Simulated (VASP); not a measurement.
# Ir (Pmma) in VASP: notebook

Runs on Ir. Level: PBEsol. Tasks: single point.

All numbers are computed with VASP 6.6.1; they aren't measurements. Logs are shortened: lines on timing, memory, paths and dates and some standing lists are left out, and cuts for length are marked.

### Step 1. The cell of the first run

Symmetry: Pmma, No. 51, orthorhombic system. The conventional cell has a = 12.238 Å, b = 2.233 Å, c = 7.193 Å, α = 90.00°, β = 90.00°, γ = 90.00°. Within 3.0 Å of Ir (site symmetry mm2) lie 2 Ir at 2.23 Å.

### Step 2. Single point, PBEsol

File INCAR:

```
PREC = Accurate
ENCUT = 520
EDIFF = 1E-6
ISMEAR = 1
SIGMA = 0.1
LREAL = False
LASPH = True
NELM = 100
ALGO = Normal
ISIF = 2
LWAVE = False
LCHARG = False
GGA = PS
NBANDS = 16
```

File KPOINTS:

```
Automatic mesh
0
Gamma
  3 12 4
```

File POSCAR:

```
Ir
1.0
   12.2384552500      0.0000000000      0.0000000000
    0.0000000000      2.2334312600      0.0000000000
    0.0000000000      0.0000000000      7.1930008000
Ir
2
Direct
    0.2500000000      0.0000000000      0.1639884000
    0.7500000000      0.0000000000      0.8360116000
```

Potentials or basis: VASP PAW PBE potentials, release 64 (Ir).

The run is started by

```bash
cat potpaw_PBE.64/Ir/POTCAR > POTCAR
mpirun -np 1 vasp_std > vasp.out
```

OUTCAR:

```text
PREC = Accurate
   ENCUT = 520
   EDIFF = 1E-6
   ISMEAR = 1
   LREAL = False
   LASPH = True
   NELM = 100
   ISIF = 2
   GGA = PS

 ion  position               nearest neighbor table
   1  0.250  0.000  0.164-
   2  0.750  0.000  0.836-

  LATTYP: Found a simple orthorhombic cell.
 ALAT       =     2.2334312600
 B/A-ratio  =     3.2206054105
 C/A-ratio  =     5.4796650648

  Lattice vectors:

 A1 = (   0.0000000000,   2.2334312600,   0.0000000000)
 A2 = (   0.0000000000,   0.0000000000,   7.1930008000)
 A3 = (  12.2384552500,   0.0000000000,   0.0000000000)

Analysis of symmetry for initial positions (statically):
=====================================================================
 Subroutine PRICEL returns:
 Original cell was already a primitive cell.

 Routine SETGRP: Setting up the symmetry group for a
 simple orthorhombic supercell.

 Subroutine GETGRP returns: Found  8 space group operations
 (whereof  4 operations were pure point group operations)
 out of a pool of  8 trial point group operations.

The static configuration has the point symmetry C_2h.
 The point group associated with its full space group is D_2h.

Analysis of symmetry for dynamics (positions and initial velocities):
=====================================================================
 Subroutine PRICEL returns:
 Original cell was already a primitive cell.

 Routine SETGRP: Setting up the symmetry group for a
 simple orthorhombic supercell.

 Subroutine GETGRP returns: Found  8 space group operations
 (whereof  4 operations were pure point group operations)
 out of a pool of  8 trial point group operations.

The dynamic configuration has the point symmetry C_2h.
 The point group associated with its full space group is D_2h.

 Subroutine INISYM returns: Found  8 space group operations
 (whereof  4 operations are pure point group operations),
 and found     1 'primitive' translations

----------------------------------------------------------------------------------------

                                     Primitive cell

  volume of cell :     196.6117

  direct lattice vectors                    reciprocal lattice vectors
    12.238455250  0.000000000  0.000000000     0.081709659  0.000000000  0.000000000
     0.000000000  2.233431260  0.000000000     0.000000000  0.447741562  0.000000000
     0.000000000  0.000000000  7.193000800     0.000000000  0.000000000  0.139024036

  length of vectors
    12.238455250  2.233431260  7.193000800     0.081709659  0.447741562  0.139024036

  position of ions in fractional coordinates (direct lattice)
     0.250000000  0.000000000  0.163988400
     0.750000000  0.000000000  0.836011600

  ion indices of the primitive-cell ions
   primitive index   ion index
                 1           1
                 2           2

----------------------------------------------------------------------------------------

 KPOINTS: Automatic mesh

Automatic generation of k-mesh.
 Grid dimensions read from file:
 generate k-points for:    3   12    4

 Generating k-lattice:

  Cartesian coordinates                     Fractional coordinates (reciprocal lattice)
     0.027236553  0.000000000  0.000000000     0.333333333  0.000000000  0.000000000
     0.000000000  0.037311797  0.000000000     0.000000000  0.083333333  0.000000000
     0.000000000  0.000000000  0.034756009     0.000000000  0.000000000  0.250000000

  Length of vectors
     0.027236553  0.037311797  0.034756009

  Shift w.r.t. Gamma in fractional coordinates (k-lattice)
     0.000000000  0.000000000  0.000000000

 Subroutine IBZKPT returns following result:
 ===========================================

 Found     42 irreducible k-points:

 Following reciprocal coordinates:
            Coordinates               Weight
  0.000000  0.000000  0.000000      1.000000
  0.333333  0.000000  0.000000      2.000000
  0.000000  0.083333  0.000000      2.000000
  0.333333  0.083333  0.000000      4.000000
  0.000000  0.166667  0.000000      2.000000
  0.333333  0.166667  0.000000      4.000000
[... 16 lines left out ...]
  0.000000  0.333333  0.250000      4.000000
  0.333333  0.333333  0.250000      8.000000
 [... further k-points ...]
   k-points           NKPTS =     42   k-points in BZ     NKDIM =     42   number of bands    NBANDS=     16
   number of dos      NEDOS =    301   number of ions     NIONS =      2
   total plane-waves  NPLWV =  93312
   dimension x,y,z NGX =    96 NGY =   18 NGZ =   54
   dimension x,y,z NGXF=   192 NGYF=   36 NGZF=  108
   ions per type =               2
   NGX,Y,Z   is equivalent  to a cutoff of  13.04, 13.40, 12.48 a.u.
   NGXF,Y,Z  is equivalent  to a cutoff of  26.08, 26.80, 24.96 a.u.
 SYSTEM =  unknown system
   PREC   = accura    normal or accurate (medium, high low for compatibility)
   ISTART =      0    job   : 0-new  1-cont  2-samecut
   ICHARG =      2    charge: 1-file 2-atom 10-const
   ISPIN  =      1    spin polarized calculation?
   LNONCOLLINEAR =      F non collinear calculations
   LSORBIT =      F    spin-orbit coupling
   LASPH  =      T    aspherical Exc in radial PAW
   ENCUT  =  520.0 eV  38.22 Ry    6.18 a.u.  22.76  4.15 13.37*2*pi/ulx,y,z
   NELM   =    100;   NELMIN=  2; NELMDL= -5     # of ELM steps
   EDIFF  = 0.1E-05   stopping-criterion for ELM
   LREAL  =      F    real-space projection
   EDIFFG = 0.1E-04   stopping-criterion for IOM
   NSW    =      0    number of steps for IOM
   IBRION =     -1    ionic relax: 0-MD 1-quasi-New 2-CG
   NFREE  =      0    steps in history (QN), initial steepest desc. (CG)
   ISIF   =      2    stress and relaxation
   ISYM   =      2    0-nonsym 1-usesym 2-fastsym
   POTIM  = 0.5000    time-step for ionic-motion
   TEBEG  =    0.0;   TEEND  =   0.0 temperature during run
   PSTRESS=    0.0 pullay stress
   NELECT =      18.0000    total number of electrons
   NUPDOWN=      -1.0000    fix difference up-down
   EMIN   =  10.00;   EMAX   =-10.00  energy-range for DOS
   EFERMI =   0.00;   METHOD = LEGACY
   ISMEAR =     1;   SIGMA  =   0.10  broadening in eV -4-tet -1-fermi 0-gaus
   EFERMI_NEDOS =   21; number of points for ismear=-14 and -15
   IALGO  =     38    algorithm
   IMIX   =      4    mixing-type and parameters
     AMIX     =   0.40;   BMIX     =  1.00
     AMIX_MAG =   1.60;   BMIX_MAG =  1.00
  volume/ion in A,a.u.               =      98.31       663.40
  Fermi-wavevector in a.u.,A,eV,Ry     =   0.737841  1.394317  7.407131  0.544409
  Thomas-Fermi vector in A             =   1.831619
   LORBIT       =      0    0 simple, 1 ext, 2 COOP (PROOUT), +10 PAW based schemes
   GGA     = PS    functional components
   LHFCALC =     F    Hartree Fock is set to
   AEXX    =    0.0000 exact exchange contribution
   IVDW    =     0    specifies the selected vdW correction
   LEPSILON=     F    determine dielectric tensor
   LRPA    =     F    only Hartree local field effects (RPA)
 non-spin polarized calculation
 Methfessel and Paxton  Order N= 1 SIGMA  =   0.10
  energy-cutoff  :      520.00
  volume of cell :      196.61
 maximum number of plane-waves:      5340
 NGX is ok and might be reduce to    96
   NGX = 45   NGY =  9   NGZ = 27

 number of electron      18.0000000 magnetization

 Free energy of the ion-electron system (eV)
  ---------------------------------------------------
  ext. energy  EPLUGINS =         0.00000000
  ---------------------------------------------------
  free energy    TOTEN  =       -10.91258438 eV

  energy without entropy =      -10.89967657  energy(sigma->0) =      -10.90828178

 E-fermi :  -3.7651     XC(G=0):  -4.1520

 val. band max:       -3.7659639026   @ k =   0.3333   0.4167   0.5000
 cond. band min:      -3.6340558413   @ k =   0.3333   0.5000   0.0000
 fundamental gap:      0.1319080613
 Fermi energy:        -3.7651298284

 k-point     1 :       0.0000    0.0000    0.0000
  band No.  band energies     occupation
      1     -11.2398      2.00000
      2     -11.2394      2.00000
      3      -5.9066      2.00000
      4      -5.8504      2.00000
      5      -5.3511      2.00000
      6      -5.3476      2.00000
[... 8 lines left out ...]
     15      -0.4281      0.00000
     16      -0.3223      0.00000

 k-point     2 :       0.3333    0.0000    0.0000
  band No.  band energies     occupation
      1     -11.2397      2.00000
      2     -11.2395      2.00000
      3      -5.8928      2.00000
      4      -5.8648      2.00000
      5      -5.3520      2.00000
      6      -5.3511      2.00000
[... 8 lines left out ...]
     15      -0.4367      0.00000
     16      -0.4365      0.00000

 k-point     3 :       0.0000    0.0833    0.0000
  band No.  band energies     occupation
      1     -10.5918      2.00000
      2     -10.5913      2.00000
      3      -5.7394      2.00000
      4      -5.6843      2.00000
      5      -5.2517      2.00000
      6      -5.2483      2.00000
[... 8 lines left out ...]
     15       0.5037      0.00000
     16       0.6144      0.00000

 k-point     4 :       0.3333    0.0833    0.0000
  band No.  band energies     occupation
      1     -10.5917      2.00000
      2     -10.5915      2.00000
      3      -5.7258      2.00000
      4      -5.6983      2.00000
      5      -5.2525      2.00000
      6      -5.2516      2.00000
[... 8 lines left out ...]
     15       0.4793      0.00000
     16       0.4918      0.00000
[... 324 lines left out ...]
 k-point    22 :       0.3333    0.2500    0.2500
  band No.  band energies     occupation
      1      -5.9950      2.00000
      2      -5.9949      2.00000
      3      -5.9114      2.00000
      4      -5.9099      2.00000
      5      -5.9087      2.00000
      6      -5.9073      2.00000
[... 8 lines left out ...]
     15       2.4845      0.00000
     16       2.8156      0.00000

 k-point    23 :       0.0000    0.3333    0.2500
  band No.  band energies     occupation
      1      -7.2487      2.00000
      2      -7.2476      2.00000
      3      -7.2475      2.00000
      4      -7.2465      2.00000
      5      -4.1178      2.00001
      6      -4.1174      2.00001
[... 8 lines left out ...]
     15       3.9177      0.00000
     16       4.4242      0.00000

 k-point    24 :       0.3333    0.3333    0.2500
  band No.  band energies     occupation
      1      -7.2484      2.00000
      2      -7.2478      2.00000
      3      -7.2473      2.00000
      4      -7.2468      2.00000
      5      -4.1185      2.00001
      6      -4.1182      2.00001
[... 8 lines left out ...]
     15       3.9581      0.00000
     16       4.3035      0.00000

 [... further k-points ...]
[... 5 lines left out ...]
  --------------------------------------------------------------------------------------
  -------------------------------------------------------------------------------------
  Total       -0.0311048      1.2523595     -0.0244714      0.0000000      0.0000000      0.0000000
  in kB       -0.2534710     10.2054063     -0.1994158      0.0000000      0.0000000      0.0000000
  external PRESSURE =       3.2508399 kB  Pullay stress =       0.0000000 kB

 VOLUME and BASIS-vectors are now :
 -----------------------------------------------------------------------------
  energy-cutoff  :      520.00
  volume of cell :      196.61
      direct lattice vectors                 reciprocal lattice vectors
    12.238455250  0.000000000  0.000000000     0.081709659  0.000000000  0.000000000
     0.000000000  2.233431260  0.000000000     0.000000000  0.447741562  0.000000000
     0.000000000  0.000000000  7.193000800     0.000000000  0.000000000  0.139024036

 POSITION                                       TOTAL-FORCE (eV/Angst)
 -----------------------------------------------------------------------------------
      3.05961      0.00000      1.17957        -0.000000      0.000000     -0.000720
      9.17884      0.00000      6.01343         0.000000      0.000000      0.000720
 -----------------------------------------------------------------------------------
    total drift:                                0.000000      0.000000     -0.000000

  FREE ENERGIE OF THE ION-ELECTRON SYSTEM (eV)
  ---------------------------------------------------
  free  energy   TOTEN  =       -10.9125843817 eV

  energy  without entropy=      -10.8996765681  energy(sigma->0) =      -10.90828178
```

It took 99 s on 1 thread of Intel Xeon 8259CL, shared host; peak memory 0.35 GiB.

Results:

| Item | Value |
| --- | --- |
| Free energy | -10.9126 eV |
| Pressure | 0.3 GPa |
| Band gap on the k mesh | zero (bands 9 and 10 overlap by 3.31 eV) |

Levels at points of the mesh, in eV from the Fermi level:
```
           k point  band 4  band 5  band 6  band 7  band 8  band 9  band 10  band 11  band 12  band 13
(0.00, 0.00, 0.00)   -2.09   -1.59   -1.58   -1.58   -1.58    2.52     2.52     2.52     2.52     2.78
(0.00, 0.50, 0.00)   -4.63    0.13    0.13    0.13    0.13    1.17     1.18     5.93     5.99    10.39
(0.00, 0.00, 0.50)   -2.07   -1.58   -1.58   -1.58   -1.57    2.52     2.52     2.52     2.52     2.88
(0.00, 0.50, 0.50)   -4.63    0.13    0.13    0.13    0.13    1.17     1.18     5.96     6.00    10.49
```

Caveat: the PAW data sets were made with another functional, which shifts forces and pressure a little; spin-orbit coupling is left out, which moves the levels of the heavy elements.

### Step 3. Single point, PBEsol

File INCAR:

```
PREC     = Accurate       # precision mode
ENCUT    = 520            # plane-wave cutoff, eV
EDIFF    = 1E-7           # SCF threshold, eV
ISMEAR   = 1              # smearing method
SIGMA    = 0.05           # smearing width, eV
LREAL    = False          # projectors in reciprocal space
LASPH    = True           # aspherical terms in the spheres
NELM     = 80             # most SCF steps
ALGO     = Normal         # electronic algorithm
ISIF     = 2              # what is computed and relaxed
LWAVE    = False          # write WAVECAR
LCHARG   = False          # write CHGCAR
GGA      = PS             # functional
NBANDS   = 16             # bands
```

File KPOINTS:

```
regular mesh
0
Gamma
  3 12 4
```

POSCAR is that of step 2.

Potentials or basis: VASP PAW PBE potentials, release 64 (Ir).

The run is started by

```bash
cat potpaw_PBE.64/Ir/POTCAR > POTCAR
mpirun -np 1 vasp_std > vasp.out
```

It took 1.7 min on 1 thread of Intel Xeon 8259CL, shared host; peak memory 0.35 GiB.

Results (log left out):

```yaml
Free_energy: -10.9058 eV
Pressure: 0.3 GPa
Band_gap_on_the_k_mesh: zero (bands 9 and 10 overlap by 3.32 eV)
```

Stress tensor (GPa, compression positive):
```
-0.02  0.00  0.00
 0.00  1.03  0.00
 0.00  0.00 -0.02
```

Levels at points of the mesh, in eV from the Fermi level:
| k point | band 4 | band 5 | band 6 | band 7 | band 8 | band 9 | band 10 | band 11 | band 12 | band 13 |
| --- | --- | --- | --- | --- | --- | --- | --- | --- | --- | --- |
| (0.00, 0.00, 0.00) | -2.07 | -1.58 | -1.58 | -1.58 | -1.57 | 2.53 | 2.53 | 2.53 | 2.53 | 2.79 |
| (0.00, 0.50, 0.00) | -4.62 | 0.13 | 0.13 | 0.13 | 0.14 | 1.18 | 1.19 | 5.94 | 6.00 | 10.40 |
| (0.00, 0.00, 0.50) | -2.06 | -1.58 | -1.58 | -1.58 | -1.57 | 2.53 | 2.53 | 2.53 | 2.53 | 2.89 |
| (0.00, 0.50, 0.50) | -4.62 | 0.13 | 0.13 | 0.13 | 0.14 | 1.18 | 1.19 | 5.97 | 6.01 | 10.50 |

Caveat: the PAW data sets were made with another functional, which shifts forces and pressure a little; spin-orbit coupling is left out, which moves the levels of the heavy elements.
